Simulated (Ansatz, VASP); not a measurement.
## Gd: VASP beside Ansatz

```
CELL_PARAMETERS angstrom
0.00000 2.55001 2.55001
2.55001 0.00000 2.55001
2.55001 2.55001 0.00000
ATOMIC_POSITIONS crystal
Gd 0.00000 0.00000 0.00000
```

Alike in both runs: task single point; functional PBE; k mesh 14 × 14 × 14; occupations gaussian, width 0.05 eV; collinear spin.

|  | VASP | Ansatz |
| --- | --- | --- |
| version | VASP 6.6.1 | Ansatz 0.2.0 |
| potentials or method | VASP PAW PBE potentials, release 64 (Gd), cutoff 520 eV | scalar-relativistic, plane waves, PAW |
| valence electrons in the cell | 18 | 18 |

VASP gave:

```
pressure (GPa)                                                : 0.0
net moment per atom (μB)                                      : 7.45
size of the moment on the site where the two differ most (μB) : 6.93
```

**Question.** Estimate Ansatz's values.

**Answer.** Pressure (GPa): -0.3; net moment per atom (μB): 7.45; size of the moment on the site where the two differ most (μB): 7.24.

Site moments also hang on the region over which each program counts them.

Spin-orbit coupling is off throughout.
